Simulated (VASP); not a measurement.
# Si (a cell with a defect) in VASP: relaxation of the atoms with PBEsol

Aim: the relaxation of the atoms of Si (a cell with a defect) with PBEsol.

All numbers are computed with VASP 6.6.1; they aren't measurements. Logs are shortened: lines on timing, memory, paths and dates and some standing lists are left out, and cuts for length are marked.

### Step 1. The cell of the first run

The cell holds a defect, 17 atoms: a = 7.679 Å, b = 7.679 Å, c = 7.679 Å, α = 60.00°, β = 60.00°, γ = 60.00°.

### Step 2. Relaxation of the atoms, PBEsol

Contents of INCAR:

```
ALGO = Normal ; EDIFF = 1E-7
EDIFFG = -0.03 ; ENCUT = 520
GGA = PS ; IBRION = 2
ISIF = 2 ; ISMEAR = -1
LASPH = T ; LCHARG = F
LREAL = Auto ; LWAVE = F
NELM = 100 ; NSW = 80
PREC = Accurate ; SIGMA = 0.05
```

Contents of KPOINTS:

```
k-points
0
Gamma
  2 2 2
```

Contents of POSCAR:

```
Si
1.0
    0.0000000000      5.4300000000      5.4300000000
    5.4300000000      0.0000000000      5.4300000000
    5.4300000000      5.4300000000      0.0000000000
Si
17
Direct
    0.0000000000      0.0000000000      0.0000000000
    0.1250000000      0.1250000000      0.1250000000
    0.0000000000      0.0000000000      0.5000000000
    0.1250000000      0.1250000000      0.6250000000
    0.0000000000      0.5000000000      0.0000000000
    0.1250000000      0.6250000000      0.1250000000
    0.0000000000      0.5000000000      0.5000000000
    0.1250000000      0.6250000000      0.6250000000
    0.5000000000      0.0000000000      0.0000000000
    0.6250000000      0.1250000000      0.1250000000
    0.5000000000      0.0000000000      0.5000000000
    0.6250000000      0.1250000000      0.6250000000
    0.5000000000      0.5000000000      0.0000000000
    0.6250000000      0.6250000000      0.1250000000
    0.5000000000      0.5000000000      0.5000000000
    0.6250000000      0.6250000000      0.6250000000
    0.2515580000      0.2505380000      0.2575069000
```

Potentials or basis: VASP PAW PBE potentials, release 64 (Si).

On the command line:

```
$ cat potpaw_PBE.64/Si/POTCAR > POTCAR
$ mpirun -np 1 vasp_std > vasp.out
```

OUTCAR:

```text
EDIFF = 1E-7
   EDIFFG = -0.03
   ENCUT = 520
   GGA = PS
   IBRION = 2
   ISIF = 2
   ISMEAR = -1
   LASPH = T
   LREAL = Auto
   NELM = 100
   NSW = 80
   PREC = Accurate

 ion  position               nearest neighbor table
   1  0.000  0.000  0.000-   2 2.35   4 2.35   6 2.35  10 2.35
   2  0.125  0.125  0.125-   1 2.35   3 2.35   5 2.35   9 2.35  17 2.41
   3  0.000  0.000  0.500-   2 2.35   4 2.35   8 2.35  12 2.35  17 2.73
   4  0.125  0.125  0.625-  17 2.30   3 2.35   7 2.35  11 2.35   1 2.35
   5  0.000  0.500  0.000-   2 2.35   6 2.35   8 2.35  14 2.35  17 2.76
   6  0.125  0.625  0.125-  17 2.35   5 2.35   7 2.35  13 2.35   1 2.35
   7  0.000  0.500  0.500-   4 2.35   6 2.35   8 2.35  16 2.35  17 2.67
   8  0.125  0.625  0.625-   3 2.35   5 2.35   7 2.35  15 2.35
   9  0.500  0.000  0.000-   2 2.35  10 2.35  12 2.35  14 2.35  17 2.76
  10  0.625  0.125  0.125-  17 2.34   9 2.35  11 2.35  13 2.35   1 2.35
  11  0.500  0.000  0.500-   4 2.35  10 2.35  12 2.35  16 2.35  17 2.67
  12  0.625  0.125  0.625-   3 2.35   9 2.35  11 2.35  15 2.35
  13  0.500  0.500  0.000-   6 2.35  10 2.35  14 2.35  16 2.35  17 2.70
  14  0.625  0.625  0.125-   5 2.35   9 2.35  13 2.35  15 2.35
  15  0.500  0.500  0.500-   8 2.35  12 2.35  14 2.35  16 2.35
  16  0.625  0.625  0.625-   7 2.35  11 2.35  13 2.35  15 2.35
  17  0.252  0.251  0.258-   4 2.30  10 2.34   6 2.35   2 2.41  11 2.67   7 2.67  13 2.70   3 2.73
                             9 2.76   5 2.76

  LATTYP: Found a face centered cubic cell.
 ALAT       =    10.8600000000

  Lattice vectors:

 A1 = (   0.0000000000,   5.4300000000,   5.4300000000)
 A2 = (   5.4300000000,   0.0000000000,   5.4300000000)
 A3 = (   5.4300000000,   5.4300000000,   0.0000000000)

Analysis of symmetry for initial positions (statically):
=====================================================================
 Subroutine PRICEL returns:
 Original cell was already a primitive cell.

 Routine SETGRP: Setting up the symmetry group for a
 face centered cubic supercell.

 Subroutine GETGRP returns: Found  1 space group operations
 (whereof  1 operations were pure point group operations)
 out of a pool of 48 trial point group operations.

The static configuration has the point symmetry C_1 .

Analysis of symmetry for dynamics (positions and initial velocities):
=====================================================================
 Subroutine PRICEL returns:
 Original cell was already a primitive cell.

 Routine SETGRP: Setting up the symmetry group for a
 face centered cubic supercell.

 Subroutine GETGRP returns: Found  1 space group operations
 (whereof  1 operations were pure point group operations)
 out of a pool of 48 trial point group operations.

The dynamic configuration has the point symmetry C_1 .

 Subroutine INISYM returns: Found  1 space group operations
 (whereof  1 operations are pure point group operations),
 and found     1 'primitive' translations

----------------------------------------------------------------------------------------

                                     Primitive cell

  volume of cell :     320.2060

  direct lattice vectors                    reciprocal lattice vectors
     0.000000000  5.430000000  5.430000000    -0.092081031  0.092081031  0.092081031
     5.430000000  0.000000000  5.430000000     0.092081031 -0.092081031  0.092081031
     5.430000000  5.430000000  0.000000000     0.092081031  0.092081031 -0.092081031

  length of vectors
     7.679179644  7.679179644  7.679179644     0.159489025  0.159489025  0.159489025

  position of ions in fractional coordinates (direct lattice)
     0.000000000  0.000000000  0.000000000
     0.125000000  0.125000000  0.125000000
     0.000000000  0.000000000  0.500000000
     0.125000000  0.125000000  0.625000000
     0.000000000  0.500000000  0.000000000
     0.125000000  0.625000000  0.125000000
[... 9 lines left out ...]
     0.625000000  0.625000000  0.625000000
     0.251558000  0.250538000  0.257506900

  ion indices of the primitive-cell ions
   primitive index   ion index
                 1           1
                 2           2
                 3           3
                 4           4
                 5           5
                 6           6
[... 9 lines left out ...]
                16          16
                17          17

----------------------------------------------------------------------------------------

 KPOINTS: k-points

Automatic generation of k-mesh.
 Grid dimensions read from file:
 generate k-points for:    2    2    2

 Generating k-lattice:

  Cartesian coordinates                     Fractional coordinates (reciprocal lattice)
    -0.046040516  0.046040516  0.046040516     0.500000000  0.000000000  0.000000000
     0.046040516 -0.046040516  0.046040516     0.000000000  0.500000000  0.000000000
     0.046040516  0.046040516 -0.046040516     0.000000000  0.000000000  0.500000000

  Length of vectors
     0.079744512  0.079744512  0.079744512

  Shift w.r.t. Gamma in fractional coordinates (k-lattice)
     0.000000000  0.000000000  0.000000000

 Subroutine IBZKPT returns following result:
 ===========================================

 Found      8 irreducible k-points:

 Following reciprocal coordinates:
            Coordinates               Weight
  0.000000  0.000000  0.000000      1.000000
  0.500000  0.000000  0.000000      1.000000
  0.000000  0.500000  0.000000      1.000000
  0.000000  0.000000  0.500000      1.000000
  0.500000  0.500000  0.500000      1.000000
  0.500000  0.500000  0.000000      1.000000
  0.000000  0.500000  0.500000      1.000000
  0.500000  0.000000  0.500000      1.000000
   k-points           NKPTS =      8   k-points in BZ     NKDIM =      8   number of bands    NBANDS=     43
   number of dos      NEDOS =    301   number of ions     NIONS =     17
   total plane-waves  NPLWV = 216000
   dimension x,y,z NGX =    60 NGY =   60 NGZ =   60
   dimension x,y,z NGXF=   120 NGYF=  120 NGZF=  120
   ions per type =              17
   NGX,Y,Z   is equivalent  to a cutoff of  12.99, 12.99, 12.99 a.u.
   NGXF,Y,Z  is equivalent  to a cutoff of  25.98, 25.98, 25.98 a.u.
 SYSTEM =  unknown system
   PREC   = accura    normal or accurate (medium, high low for compatibility)
   ISTART =      0    job   : 0-new  1-cont  2-samecut
   ICHARG =      2    charge: 1-file 2-atom 10-const
   ISPIN  =      1    spin polarized calculation?
   LNONCOLLINEAR =      F non collinear calculations
   LSORBIT =      F    spin-orbit coupling
   LASPH  =      T    aspherical Exc in radial PAW
   ENCUT  =  520.0 eV  38.22 Ry    6.18 a.u.  14.28 14.28 14.28*2*pi/ulx,y,z
   NELM   =    100;   NELMIN=  2; NELMDL= -5     # of ELM steps
   EDIFF  = 0.1E-06   stopping-criterion for ELM
   LREAL  =      T    real-space projection
   EDIFFG = -.3E-01   stopping-criterion for IOM
   NSW    =     80    number of steps for IOM
   IBRION =      2    ionic relax: 0-MD 1-quasi-New 2-CG
   NFREE  =      1    steps in history (QN), initial steepest desc. (CG)
   ISIF   =      2    stress and relaxation
   ISYM   =      2    0-nonsym 1-usesym 2-fastsym
   POTIM  = 0.5000    time-step for ionic-motion
   TEBEG  =    0.0;   TEEND  =   0.0 temperature during run
   PSTRESS=    0.0 pullay stress
   NELECT =      68.0000    total number of electrons
   NUPDOWN=      -1.0000    fix difference up-down
   EMIN   =  10.00;   EMAX   =-10.00  energy-range for DOS
   EFERMI =   0.00;   METHOD = LEGACY
   ISMEAR =    -1;   SIGMA  =   0.05  broadening in eV -4-tet -1-fermi 0-gaus
   EFERMI_NEDOS =   21; number of points for ismear=-14 and -15
   IALGO  =     38    algorithm
   IMIX   =      4    mixing-type and parameters
     AMIX     =   0.40;   BMIX     =  1.00
     AMIX_MAG =   1.60;   BMIX_MAG =  1.00
  volume/ion in A,a.u.               =      18.84       127.11
  Fermi-wavevector in a.u.,A,eV,Ry     =   0.976715  1.845724 12.979587  0.953973
  Thomas-Fermi vector in A             =   2.107356
   LORBIT       =      0    0 simple, 1 ext, 2 COOP (PROOUT), +10 PAW based schemes
   GGA     = PS    functional components
   LHFCALC =     F    Hartree Fock is set to
   AEXX    =    0.0000 exact exchange contribution
   IVDW    =     0    specifies the selected vdW correction
   LEPSILON=     F    determine dielectric tensor
   LRPA    =     F    only Hartree local field effects (RPA)
 conjugate gradient relaxation of ions
 non-spin polarized calculation
  energy-cutoff  :      520.00
  volume of cell :      320.21
 maximum number of plane-waves:      8646
 NGX is ok and might be reduce to    60
   NGX = 29   NGY = 29   NGZ = 29

--------------------------------------- Ionic step        1  -------------------------------------------

 number of electron      68.0000004 magnetization

 Free energy of the ion-electron system (eV)
  ---------------------------------------------------
  ext. energy  EPLUGINS =         0.00000000
  ---------------------------------------------------
  free energy    TOTEN  =       -93.80863885 eV

  energy without entropy =      -93.77378422  energy(sigma->0) =      -93.79121153

------------------------ aborting loop because EDIFF is reached ----------------------------------------

  FORCE on cell =-STRESS in cart. coord.  units (eV):
  Direction    XX          YY          ZZ          XY          YZ          ZX
  --------------------------------------------------------------------------------------
  -------------------------------------------------------------------------------------
  Total        7.9838392      7.9840620      7.9817982     -0.1065267     -0.5460363     -0.6177338
  in kB       39.9478012     39.9489161     39.9375889     -0.5330150     -2.7321378     -3.0908824
  external PRESSURE =      39.9447687 kB  Pullay stress =       0.0000000 kB
[... 291 lines left out ...]
  energy  without entropy=      -93.9100478621  energy(sigma->0) =      -93.92848703

--------------------------------------- Ionic step        7  -------------------------------------------

 number of electron      68.0000000 magnetization

 Free energy of the ion-electron system (eV)
  ---------------------------------------------------
  ext. energy  EPLUGINS =         0.00000000
  ---------------------------------------------------
  free energy    TOTEN  =       -93.94706114 eV

  energy without entropy =      -93.91023372  energy(sigma->0) =      -93.92864743

 E-fermi :   6.7562     XC(G=0):  -9.8068

 val. band max:        6.5680279005   @ k =   0.0000   0.0000   0.0000
 cond. band min:       6.8116040683   @ k =   0.5000   0.5000   0.0000
 fundamental gap:      0.2435761678
 Fermi energy:         6.7561884189

 k-point     1 :       0.0000    0.0000    0.0000
  band No.  band energies     occupation
      1      -6.3885      2.00000
      2      -3.8328      2.00000
      3      -3.6826      2.00000
      4      -3.6820      2.00000
      5      -3.6799      2.00000
      6      -2.8788      2.00000
[... 401 lines left out ...]
  FREE ENERGIE OF THE ION-ELECTRON SYSTEM (eV)
  ---------------------------------------------------
  free  energy   TOTEN  =       -93.9470611355 eV

  energy  without entropy=      -93.9102337181  energy(sigma->0) =      -93.92864743

 reached required accuracy - stopping structural energy minimisation
```

Run time: 26 min. Hardware: 1 thread of Oxide Virtual Turin-like, shared host; peak memory 0.51 GiB.

What came out:

```yaml
Free_energy: -93.9471 eV
Energy_gained_by_relaxing: 8.1 meV/atom
Ionic_steps: 7
Pressure_after_relaxing: 3.5 GPa
Largest_force_after_relaxing: 0.024 eV/Å
Band_gap_on_the_k_mesh: zero (bands 34 and 35 overlap by 0.25 eV)
```

Forces on the atoms (eV/Å):
```
Si  -0.007 -0.007 -0.008
Si  -0.012 -0.012 -0.016
Si   0.017  0.016  0.004
Si   0.002  0.003  0.009
Si   0.007  0.005  0.011
Si   0.017  0.000  0.012
Si  -0.005  0.004 -0.009
Si  -0.001 -0.011 -0.008
Si   0.005  0.008  0.012
Si   0.001  0.016  0.010
Si   0.003 -0.006 -0.008
Si  -0.012  0.000 -0.009
Si  -0.005 -0.003 -0.006
Si  -0.004 -0.005 -0.004
Si  -0.002 -0.003  0.001
Si   0.011  0.011  0.014
Si  -0.015 -0.016 -0.008
```

The path:
| step | energy change (eV) | largest force (eV/Å) | pressure (GPa) |
| --- | --- | --- | --- |
| 1 | 0.0000 | 1.1789 | 3.99 |
| 2 | -0.1322 | 0.1834 | 3.48 |
| 3 | -0.1332 | 0.2033 | 3.45 |
| 4 | -0.1373 | 0.0939 | 3.44 |
| 5 | -0.1373 | 0.0981 | 3.44 |
| 6 | -0.1383 | 0.0504 | 3.45 |
| 7 | -0.1384 | 0.0239 | 3.46 |

Final structure:
```
Si
1.0
     0.00000    5.43000    5.43000
     5.43000    0.00000    5.43000
     5.43000    5.43000    0.00000
Si
17
Direct
  0.00041 0.00016 0.00186
  0.12359 0.12360 0.12357
  0.99700 0.99699 0.50324
  0.12212 0.12214 0.63343
  0.99701 0.50308 0.99708
  0.12273 0.63168 0.12268
  0.99693 0.50300 0.50324
  0.12672 0.62447 0.62458
  0.50311 0.99700 0.99707
  0.63193 0.12266 0.12259
  0.50303 0.99691 0.50324
  0.62448 0.12674 0.62457
  0.50309 0.50306 0.99700
  0.62455 0.62453 0.12661
  0.49997 0.49998 0.49994
  0.62431 0.62429 0.62442
  0.25057 0.25024 0.25238
```

Levels at points of the mesh, in eV from the Fermi level:
```tsv
k point	band 30	band 31	band 32	band 33	band 34	band 35	band 36	band 37	band 38	band 39
(0.00, 0.00, 0.00)	-1.63	-0.73	-0.73	-0.73	-0.21	-0.20	-0.19	0.08	0.08	0.47
(0.50, 0.00, 0.00)	-1.47	-1.47	-1.32	-1.32	-0.29	0.55	0.57	0.91	0.91	1.33
(0.00, 0.50, 0.00)	-1.47	-1.47	-1.32	-1.32	-0.29	0.55	0.57	0.91	0.91	1.33
(0.00, 0.00, 0.50)	-1.48	-1.47	-1.32	-1.32	-0.29	0.55	0.57	0.91	0.91	1.33
(0.50, 0.50, 0.50)	-1.47	-1.47	-1.32	-1.32	-0.29	0.55	0.56	0.91	0.91	1.33
(0.50, 0.50, 0.00)	-1.92	-1.92	-1.78	-0.92	0.06	0.76	1.08	1.09	1.18	1.94
(0.00, 0.50, 0.50)	-1.92	-1.92	-1.78	-0.92	0.06	0.76	1.08	1.09	1.18	1.94
(0.50, 0.00, 0.50)	-1.92	-1.92	-1.78	-0.92	0.06	0.76	1.08	1.09	1.18	1.94
```

Caveat: the k points lie up to 0.50 Å⁻¹ apart; the PAW data sets were made with another functional, which shifts forces and pressure a little.
